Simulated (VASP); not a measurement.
Input of a VASP 6.6.1 run:

INCAR

```
SYSTEM = WSe2
ALGO = Normal
EDIFF = 1E-6
ENCUT = 520
GGA = PS
ISIF = 2
ISMEAR = 0
LASPH = .True.
LCHARG = .False.
LREAL = .False.
LWAVE = .False.
NBANDS = 20
NELM = 100
PREC = Accurate
SIGMA = 0.02
```

The input KPOINTS:

```
k-points
0
Gamma
  12 12 2
  0 0 0
```

The input POSCAR:

```
WSe2
1.0
    3.2702613113      0.0000000000      0.0000000000
   -1.6351306557      2.8321293726      0.0000000000
    0.0000000000      0.0000000000     17.1609628757
W Se
1 2
Direct
    0.0000000000      0.0000000000      0.0000000000
    0.3333333333      0.6666666667      0.0974693052
    0.3333333333      0.6666666667      0.9025306948
```

Potentials or basis: VASP PAW PBE potentials, release 64 (W_sv, Se).

The run is started by

```sh
$ cat potpaw_PBE.64/W_sv/POTCAR potpaw_PBE.64/Se/POTCAR > POTCAR
$ mpirun -np 1 vasp_std > vasp.out
```

(1) Estimate the band gap on the k mesh.

(2) What does it give for the largest force?

Results:

(1) 1.69 eV.

(2) 0.062 eV/Å.

Caveat: there is no dipole correction, which matters where the two faces differ; the PAW data sets were made with another functional, which shifts forces and pressure a little; spin-orbit coupling is left out, which moves the levels of the heavy elements.
